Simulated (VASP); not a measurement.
# W: single point with PBEsol

W:

```
W
1.0
     0.00000    1.94880    2.03000
     1.94880    0.00000    2.03000
     1.94880    1.94880    0.00000
W
1
Direct
  0.00000 0.00000 0.00000
```

This cell differs from its parent crystal: strain -0.040 along x and y, +0.000 along z.

```
Program                : VASP 6.6.1
Task                   : single point
Functional             : PBEsol
Potentials or basis    : VASP PAW PBE potentials, release 64 (W_sv)
Cutoff                 : 520 eV
k mesh                 : 20 × 20 × 20
Occupations            : gaussian, width 0.15 eV
Spin                   : no spin polarisation
Dipole correction      : no
Further INCAR settings : ALGO = Fast; EDIFF = 1e-06; NBANDS = 13
```

The pressure is 12.3 GPa and the band gap on the k mesh is zero (band 7 reaches 14.92 eV, above the bottom of band 8 at 10.62 eV).

Stress tensor (GPa, compression positive):
```
 8.78  0.00  0.00
 0.00  8.78  0.00
 0.00  0.00 19.42
```

Levels at points of the mesh, in eV from the Fermi level:
```tsv
k point	band 3	band 4	band 5	band 6	band 7	band 8	band 9	band 10	band 11	band 12
(0.00, 0.00, 0.00)	-37.09	-37.09	-9.38	-1.08	-0.49	-0.49	2.24	3.14	12.87	17.42
(0.50, 0.00, 0.00)	-37.35	-37.24	-6.01	-1.27	-0.63	0.81	5.25	5.62	11.22	12.48
(0.50, 0.50, 0.00)	-37.54	-37.54	-6.02	-4.90	2.83	5.47	6.22	6.22	12.66	12.66
(0.50, 0.00, 0.50)	-37.70	-37.61	-6.00	-5.00	3.68	5.33	5.90	6.63	11.68	12.41
```

Run time: 70 s on 1 thread of Intel(R) Xeon(R) Platinum 8559C (Emerald Rapids), with other jobs on the host, peak memory 0.23 GiB.

Caveat: the cell differs from its parent crystal (strain -0.040 along x and y, +0.000 along z); the PAW data sets were made with another functional, which shifts forces and pressure a little; spin-orbit coupling is left out, which moves the levels of the heavy elements.
